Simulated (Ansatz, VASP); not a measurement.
## BAs in VASP and in Ansatz

File INCAR:

```
SYSTEM = BAs
PREC = Accurate ; ENCUT = 520
EDIFF = 1E-6 ; ISMEAR = -1
SIGMA = 0.05 ; LREAL = .FALSE.
LASPH = .TRUE. ; NELM = 100
ALGO = Normal ; ISIF = 2
LWAVE = .FALSE. ; LCHARG = .TRUE.
GGA = PS ; LELF = .TRUE.
LVHAR = .TRUE. ; NBANDS = 11
```

KPOINTS

```
Automatic mesh
0
G
  12 8 6
  0 0 0
```

Contents of POSCAR:

```
BAs
1.0
    2.1275493300      0.0000000000      0.0000000000
    0.0000000000      3.1740629400      0.0000000000
    0.0000000000      0.0000000000      4.9509801800
B As
1 1
Direct
    0.0000000000      0.5000000000      0.0000000000
    0.5000000000      0.5000000000      0.5000000000
```

The input input.yaml:

```yaml
crystal:
  lattice:
    - [2.12754933, 0.0, 0.0]
    - [0.0, 3.17406294, 0.0]
    - [0.0, 0.0, 4.95098018]
  atoms:
    - { symbol: B, position: [0.0, 0.5, 0.0] }
    - { symbol: As, position: [0.5, 0.5, 0.5] }
hamiltonian:
  xc: pbesol
  pseudopotentials: { kind: paw }
kpoints:
  mp_grid: { grid: [12, 8, 6] }
  band_path:
    path:
      - [[0.0, 0.0, 0.0], [0.5, 0.0, 0.0], [0.5, 0.5, 0.0], [0.0, 0.5, 0.0], [0.0, 0.0, 0.0], [0.0, 0.0, 0.5], [0.5, 0.0, 0.5], [0.5, 0.5, 0.5], [0.0, 0.5, 0.5], [0.0, 0.0, 0.5]]
      - [[0.0, 0.5, 0.0], [0.0, 0.5, 0.5]]
      - [[0.5, 0.0, 0.5], [0.5, 0.0, 0.0]]
      - [[0.5, 0.5, 0.0], [0.5, 0.5, 0.5]]
    npoints: 14
scf:
  occupations: { method: fermi_dirac, width: 0.05 }
  n_extra_bands: 6
output:
  forces: true
  stress: true
  eigenvalues: true
  fatbands: false
```

Alike in both runs: functional PBEsol; k mesh 12 × 8 × 6; occupations fermi-dirac, width 0.05 eV; no spin polarisation.

|  | VASP | Ansatz |
| --- | --- | --- |
| version | VASP 6.6.1 | Ansatz 0.2.0 |
| potentials or method | VASP PAW PBE potentials, release 64 (B, As) | Ansatz PAW |
| plane-wave cutoff (eV) | 520 | 420 |
| valence electrons in the cell | 8 | 18 |
| task | single point | band structure |

|  | VASP | Ansatz | Ansatz less VASP |
| --- | --- | --- | --- |
| gap on the k mesh at the Fermi level (eV) | none | none | - |
| pressure (GPa) | 3.0 | 2.4 | -0.63 |
| traceless stress, the component that is largest in VASP (GPa) | 23.76 | 22.73 | -1.031 |

VASP's potentials were made for PBE, not for PBEsol. A gap of «none» marks a metal or a gap that the smearing closes. VASP's potentials hold 8 valence electrons a cell and Ansatz's 18, so a difference there can come from the potentials and not from the codes.
